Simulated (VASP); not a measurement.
# Sb (R-3m) in VASP: further runs

Aim: see how the results for Sb move with the level of theory and the settings. Levels: PBE, SVWN5, BLYP. Tasks: relaxation of cell and atoms, single point.

Program: VASP 6.6.1. These are calculated values, not measurements. Logs are shortened: lines on timing, memory, paths and dates and some standing lists are left out, and cuts for length are marked.

### Step 1. The cell of the first run

Symmetry: R-3m, No. 166, trigonal system. Conventional cell: a = 4.308 Å, b = 4.308 Å, c = 11.274 Å, α = 90.00°, β = 90.00°, γ = 120.00°. Within 3.8 Å of Sb (site symmetry 3m) lie 6 Sb at 2.91 to 3.35 Å.

### Step 2. Relaxation of cell and atoms, PBE, target pressure 30 GPa, at which the enthalpy is minimised

Contents of INCAR:

```
SYSTEM = Sb
PREC = Accurate
ENCUT = 600
EDIFF = 1E-6
ISMEAR = -1
SIGMA = 0.05
LREAL = .FALSE.
LASPH = .TRUE.
NELM = 80
ALGO = Normal
ISIF = 3
LWAVE = .FALSE.
LCHARG = .FALSE.
GGA = PE
IBRION = 2
NSW = 60
EDIFFG = -0.01
PSTRESS = 300.0
```

Contents of KPOINTS:

```
Automatic mesh
0
G
  8 8 8
  0 0 0
```

Contents of POSCAR:

```
Sb
1.0
    2.1542000000      1.2437279499      3.7580000000
   -2.1542000000      1.2437279499      3.7580000000
    0.0000000000     -2.4874558998      3.7580000000
Sb
2
Direct
    0.7665100000      0.7665100000      0.7665100000
    0.2334900000      0.2334900000      0.2334900000
```

Potentials or basis: VASP PAW PBE potentials, release 64 (Sb).

The run is started by

```bash
> cat potpaw_PBE.64/Sb/POTCAR > POTCAR
> mpirun -np 1 vasp_std > vasp.out
```

OUTCAR:

```text
SYSTEM = Sb
   PREC = Accurate
   ENCUT = 600
   EDIFF = 1E-6
   ISMEAR = -1
   LREAL = .FALSE.
   LASPH = .TRUE.
   NELM = 80
   ISIF = 3
   GGA = PE
   IBRION = 2
   NSW = 60
   EDIFFG = -0.01
   PSTRESS = 300.0

 ion  position               nearest neighbor table
   1  0.767  0.767  0.767-   2 2.91   2 2.91   2 2.91   2 3.35   2 3.35   2 3.35
   2  0.233  0.233  0.233-   1 2.91   1 2.91   1 2.91   1 3.35   1 3.35   1 3.35

  LATTYP: Found a trigonal (rhomboedric) cell.
 ALAT       =     4.5066618304
 COS(alpha) =     0.5430253624

  Lattice vectors:

 A1 = (   2.1542000000,   1.2437279499,   3.7580000000)
 A2 = (  -2.1542000000,   1.2437279499,   3.7580000000)
 A3 = (   0.0000000000,  -2.4874558998,   3.7580000000)

Analysis of symmetry for initial positions (statically):
=====================================================================
 Subroutine PRICEL returns:
 Original cell was already a primitive cell.

 Routine SETGRP: Setting up the symmetry group for a
 trigonal (rhombohedral) supercell.

 Subroutine GETGRP returns: Found 12 space group operations
 (whereof 12 operations were pure point group operations)
 out of a pool of 12 trial point group operations.

The static configuration has the point symmetry D_3d.

Analysis of symmetry for dynamics (positions and initial velocities):
=====================================================================
 Subroutine PRICEL returns:
 Original cell was already a primitive cell.

 Routine SETGRP: Setting up the symmetry group for a
 trigonal (rhombohedral) supercell.

 Subroutine GETGRP returns: Found 12 space group operations
 (whereof 12 operations were pure point group operations)
 out of a pool of 12 trial point group operations.

The dynamic configuration has the point symmetry D_3d.

 Subroutine INISYM returns: Found 12 space group operations
 (whereof 12 operations are pure point group operations),
 and found     1 'primitive' translations

----------------------------------------------------------------------------------------

                                     Primitive cell

  volume of cell :      60.4115

  direct lattice vectors                    reciprocal lattice vectors
     2.154200000  1.243727950  3.758000000     0.232104726  0.134005726  0.088699663
    -2.154200000  1.243727950  3.758000000    -0.232104726  0.134005726  0.088699663
     0.000000000 -2.487455900  3.758000000     0.000000000 -0.268011452  0.088699663

  length of vectors
     4.506661830  4.506661830  4.506661830     0.282307932  0.282307932  0.282307932

  position of ions in fractional coordinates (direct lattice)
     0.766510000  0.766510000  0.766510000
     0.233490000  0.233490000  0.233490000

  ion indices of the primitive-cell ions
   primitive index   ion index
                 1           1
                 2           2

----------------------------------------------------------------------------------------

 KPOINTS: Automatic mesh

Automatic generation of k-mesh.
 Grid dimensions read from file:
 generate k-points for:    8    8    8

 Generating k-lattice:

  Cartesian coordinates                     Fractional coordinates (reciprocal lattice)
     0.029013091  0.016750716  0.011087458     0.125000000  0.000000000  0.000000000
    -0.029013091  0.016750716  0.011087458     0.000000000  0.125000000  0.000000000
     0.000000000 -0.033501431  0.011087458     0.000000000  0.000000000  0.125000000

  Length of vectors
     0.035288491  0.035288491  0.035288491

  Shift w.r.t. Gamma in fractional coordinates (k-lattice)
     0.000000000  0.000000000  0.000000000

 Subroutine IBZKPT returns following result:
 ===========================================

 Found     65 irreducible k-points:

 Following reciprocal coordinates:
            Coordinates               Weight
  0.000000  0.000000  0.000000      1.000000
  0.125000 -0.000000  0.000000      6.000000
  0.250000 -0.000000  0.000000      6.000000
  0.375000 -0.000000 -0.000000      6.000000
  0.500000 -0.000000  0.000000      3.000000
  0.125000  0.125000  0.000000      6.000000
[... 16 lines left out ...]
  0.250000  0.125000  0.125000      6.000000
  0.375000  0.125000  0.125000      6.000000
 [... further k-points ...]
   k-points           NKPTS =     65   k-points in BZ     NKDIM =     65   number of bands    NBANDS=      9
   number of dos      NEDOS =    301   number of ions     NIONS =      2
   total plane-waves  NPLWV =  46656
   dimension x,y,z NGX =    36 NGY =   36 NGZ =   36
   dimension x,y,z NGXF=    72 NGYF=   72 NGZF=   72
   ions per type =               2
   NGX,Y,Z   is equivalent  to a cutoff of  13.28, 13.28, 13.28 a.u.
   NGXF,Y,Z  is equivalent  to a cutoff of  26.56, 26.56, 26.56 a.u.
 SYSTEM =  Sb
   PREC   = accura    normal or accurate (medium, high low for compatibility)
   ISTART =      0    job   : 0-new  1-cont  2-samecut
   ICHARG =      2    charge: 1-file 2-atom 10-const
   ISPIN  =      1    spin polarized calculation?
   LNONCOLLINEAR =      F non collinear calculations
   LSORBIT =      F    spin-orbit coupling
   LASPH  =      T    aspherical Exc in radial PAW
   ENCUT  =  600.0 eV  44.10 Ry    6.64 a.u.   9.00  9.00  9.00*2*pi/ulx,y,z
   NELM   =     80;   NELMIN=  2; NELMDL= -5     # of ELM steps
   EDIFF  = 0.1E-05   stopping-criterion for ELM
   LREAL  =      F    real-space projection
   EDIFFG = -.1E-01   stopping-criterion for IOM
   NSW    =     60    number of steps for IOM
   IBRION =      2    ionic relax: 0-MD 1-quasi-New 2-CG
   NFREE  =      1    steps in history (QN), initial steepest desc. (CG)
   ISIF   =      3    stress and relaxation
   ISYM   =      2    0-nonsym 1-usesym 2-fastsym
   POTIM  = 0.5000    time-step for ionic-motion
   TEBEG  =    0.0;   TEEND  =   0.0 temperature during run
   PSTRESS=  300.0 pullay stress
   NELECT =      10.0000    total number of electrons
   NUPDOWN=      -1.0000    fix difference up-down
   EMIN   =  10.00;   EMAX   =-10.00  energy-range for DOS
   EFERMI =   0.00;   METHOD = LEGACY
   ISMEAR =    -1;   SIGMA  =   0.05  broadening in eV -4-tet -1-fermi 0-gaus
   EFERMI_NEDOS =   21; number of points for ismear=-14 and -15
   IALGO  =     38    algorithm
   IMIX   =      4    mixing-type and parameters
     AMIX     =   0.40;   BMIX     =  1.00
     AMIX_MAG =   1.60;   BMIX_MAG =  1.00
  volume/ion in A,a.u.               =      30.21       203.84
  Fermi-wavevector in a.u.,A,eV,Ry     =   0.898880  1.698637 10.993305  0.807985
  Thomas-Fermi vector in A             =   2.021644
   LORBIT       =      0    0 simple, 1 ext, 2 COOP (PROOUT), +10 PAW based schemes
   GGA     = PE    functional components
   LHFCALC =     F    Hartree Fock is set to
   AEXX    =    0.0000 exact exchange contribution
   IVDW    =     0    specifies the selected vdW correction
   LEPSILON=     F    determine dielectric tensor
   LRPA    =     F    only Hartree local field effects (RPA)
 conjugate gradient relaxation of ions
 non-spin polarized calculation
  energy-cutoff  :      600.00
  volume of cell :       60.41
 maximum number of plane-waves:      2032
   NGX = 17   NGY = 17   NGZ = 17

--------------------------------------- Ionic step        1  -------------------------------------------

 number of electron      10.0000000 magnetization

 Free energy of the ion-electron system (eV)
  ---------------------------------------------------
  ext. energy  EPLUGINS =         0.00000000
  ---------------------------------------------------
  free energy    TOTEN  =        -8.25789671 eV

  energy without entropy =       -8.25502256  energy(sigma->0) =       -8.25645963

 E-fermi :   7.3753     XC(G=0):  -9.5309

 val. band max:        7.3399784621   @ k =   0.3750   0.2500   0.2500
 cond. band min:       7.3773745337   @ k =   0.3750   0.1250   0.1250
 fundamental gap:      0.0373960717
 Fermi energy:         7.3753030867

 k-point     1 :       0.0000    0.0000    0.0000
  band No.  band energies     occupation
      1      -5.4395      2.00000
      2       2.4908      2.00000
      3       5.2202      2.00000
      4       5.4832      2.00000
      5       5.4832      2.00000
      6       9.3459      0.00000
      7       9.9798      0.00000
      8       9.9798      0.00000
      9      12.3697      0.00000
[... 265 lines left out ...]
 k-point    24 :       0.3750    0.1250    0.1250
  band No.  band energies     occupation
      1      -4.4414      2.00000
      2      -0.2523      2.00000
      3       3.9127      2.00000
      4       5.7455      2.00000
      5       7.3774      0.97929
      6       7.4752      0.23894
      7       7.9585      0.00002
      8      10.3280      0.00000
      9      12.2787      0.00000

 [... further k-points ...]
[... 5 lines left out ...]
  --------------------------------------------------------------------------------------
  -------------------------------------------------------------------------------------
  Total        1.1207838      1.1207838      0.8893445      0.0000000     -0.0000000      0.0000000
  in kB       29.7243932     29.7243932     23.5863724      0.0000000     -0.0000000      0.0000000
  external PRESSURE =    -272.3216137 kB  Pullay stress =     300.0000000 kB
[... 97 lines left out ...]
  energy  without entropy=       -7.4911477593  energy(sigma->0) =       -7.49308674

  enthalpy is  TOTEN    =         1.7491359156 eV   P V=        9.2441616287

[... ionic steps 4 to 40 ...]

--------------------------------------- Ionic step       41  -------------------------------------------

 number of electron      10.0000000 magnetization

------------------------ aborting loop because EDIFF is reached ----------------------------------------
[... 71 lines left out ...]
--------------------------------------- Ionic step       43  -------------------------------------------

 number of electron      10.0000000 magnetization

 Free energy of the ion-electron system (eV)
  ---------------------------------------------------
  ext. energy  EPLUGINS =         0.00000000
  ---------------------------------------------------
  free energy    TOTEN  =        -7.10919301 eV

  energy without entropy =       -7.10374547  energy(sigma->0) =       -7.10646924

 E-fermi :  11.1743     XC(G=0): -10.8627

 val. band max:       11.1716541713   @ k =   0.3750  -0.0000  -0.0000
 cond. band min:      11.2793735626   @ k =  -0.3750   0.2500   0.1250
 fundamental gap:      0.1077193913
 Fermi energy:        11.1742958689

 k-point     1 :       0.0000    0.0000    0.0000
  band No.  band energies     occupation
      1      -3.7645      2.00000
      2       8.1553      2.00000
      3       8.4740      2.00000
      4       9.3057      2.00000
      5       9.3057      2.00000
      6      14.9792      0.00000
      7      15.0191      0.00000
      8      15.0191      0.00000
      9      15.3119      0.00000
[... 265 lines left out ...]
 k-point    24 :       0.3750    0.1250    0.1250
  band No.  band energies     occupation
      1      -2.3742      2.00000
      2       3.2355      2.00000
      3       6.7323      2.00000
      4      10.6673      1.99992
      5      10.7171      1.99979
      6      11.6245      0.00025
      7      12.4935      0.00000
      8      14.9355      0.00000
      9      16.6415      0.00000

 [... further k-points ...]
[... 5 lines left out ...]
  --------------------------------------------------------------------------------------
  -------------------------------------------------------------------------------------
  Total        8.4721802      8.4721803      8.4628601     -0.0000000      0.0000000      0.0000000
  in kB      300.2690235    300.2690245    299.9387017     -0.0000000      0.0000000      0.0000000
  external PRESSURE =       0.1589166 kB  Pullay stress =     300.0000000 kB
[... 21 lines left out ...]
  energy  without entropy=       -7.1037454702  energy(sigma->0) =       -7.10646924

  enthalpy is  TOTEN    =         1.3553966526 eV   P V=        8.4645896629

 reached required accuracy - stopping structural energy minimisation
```

Wall time 5.7 min (1 thread of Intel Xeon Platinum 8559C (Emerald Rapids), shared host); peak memory 0.23 GiB.

What came out:

* Free energy: -7.1092 eV
* Relaxed volume: 22.60 Å³/atom
* Relaxed cell: a = 4.099 Å, b = 4.099 Å, c = 4.099 Å, α = 56.89°, β = 56.89°, γ = 56.89°
* Space group after relaxing (to 0.05 Å): R-3m (No. 166)
* Energy change on relaxing (the enthalpy is what falls): +574.4 meV/atom
* Ionic steps: 43
* Pressure after relaxing: 30.0 GPa
* Largest force after relaxing: 0.005 eV/Å
* Band gap on the k mesh: zero (band 5 reaches 11.85 eV, above the bottom of band 6 at 10.21 eV)

Forces in eV/Å, atoms in the order of the input:
```
Sb   0.000  0.000 -0.005
Sb   0.000  0.000  0.005
```

The path:
```
step  energy change (eV)  largest force (eV/Å)  pressure (GPa)  volume (Å³)
   1              0.0000                0.2010            2.77        60.41
   3              0.7629                1.6051           22.78        49.37
   5              1.1517                2.0562           30.25        46.99
   7              1.3256                0.2902           33.83        44.39
   9              1.1214                0.1787           29.57        45.41
  11              1.1357                0.0890           29.87        45.32
  13              1.1298                0.0174           29.73        45.35
  15              1.1016                0.0397           29.14        45.50
  17              1.0960                0.0499           29.01        45.53
  19              1.0743                0.0918           28.53        45.63
  21              1.0650                0.1116           28.33        45.68
  23              1.0820                0.1434           28.65        45.58
  25              1.0957                0.1678           28.89        45.51
  27              1.1395                0.1366           29.84        45.26
  29              1.1604                0.1215           30.30        45.15
  31              1.1512                0.0661           30.10        45.20
  33              1.1415                0.0060           29.89        45.25
  35              1.1564                0.0061           30.20        45.17
  37              1.1491                0.0149           30.02        45.20
  39              1.1460                0.0187           29.95        45.22
  41              1.1529                0.0085           30.09        45.18
  43              1.1487                0.0049           30.02        45.21
```

Final structure:
```
Sb
1.0
     1.95249    1.12727    3.42316
    -1.95249    1.12727    3.42316
     0.00000   -2.25454    3.42316
Sb
2
Direct
  0.75004 0.75004 0.75004
  0.24996 0.24996 0.24996
```

Levels at points of the mesh, in eV from the Fermi level:
| k point | band 2 | band 3 | band 4 | band 5 | band 6 | band 7 | band 8 | band 9 |
| --- | --- | --- | --- | --- | --- | --- | --- | --- |
| (0.00, 0.00, 0.00) | -3.02 | -2.70 | -1.87 | -1.87 | 3.80 | 3.84 | 3.84 | 4.14 |
| (0.50, 0.00, 0.00) | -11.31 | -1.46 | -1.45 | -0.97 | -0.96 | 0.47 | 0.47 | 8.49 |
| (0.50, 0.50, 0.00) | -7.80 | -7.37 | -5.33 | -4.61 | 1.02 | 6.81 | 6.96 | 9.70 |
| (0.50, 0.50, 0.50) | -11.69 | -0.60 | -0.60 | -0.60 | -0.60 | 1.27 | 1.28 | 9.53 |

Caveat: the cell is relaxed towards a set pressure, so the enthalpy falls and the energy may rise; the volume moved by over 15 % at a fixed basis, so the end points are rough; spin-orbit coupling is left out, which moves the levels of the heavy elements.

(Part 1 of 3 ends here.)
